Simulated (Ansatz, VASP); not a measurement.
## SiGe3 in VASP and in Ansatz

```
CELL_PARAMETERS angstrom
2.92532 0.00000 0.00000
0.00000 2.92532 0.00000
0.00000 0.00000 8.61698
ATOMIC_POSITIONS crystal
Si 0.50000 0.50000 0.00000
Ge 0.00000 0.00000 0.76665
Ge 0.50000 0.50000 0.50000
Ge 0.00000 0.00000 0.23335
```

Alike in both runs: functional PBE; k mesh 16 × 16 × 6; occupations gaussian, width 0.1 eV; no spin polarisation.

Ansatz relaxed the structure, and its values are those at the end. VASP's run is a single point on that final structure, the one shown.

|  | VASP | Ansatz |
| --- | --- | --- |
| version | VASP 6.6.1 | Ansatz 0.2.0 |
| potentials or method | VASP PAW PBE potentials, release 64 (Si, Ge_d), cutoff 520 eV | scalar-relativistic, plane waves, PAW |
| valence electrons in the cell | 46 | 46 |

```csv
,VASP,Ansatz,Ansatz less VASP
gap on the k mesh at the Fermi level (eV),none,none,-
pressure (GPa),-0.1,0.0,+0.06
```

A gap of «none» marks a metal or a gap that the smearing closes.
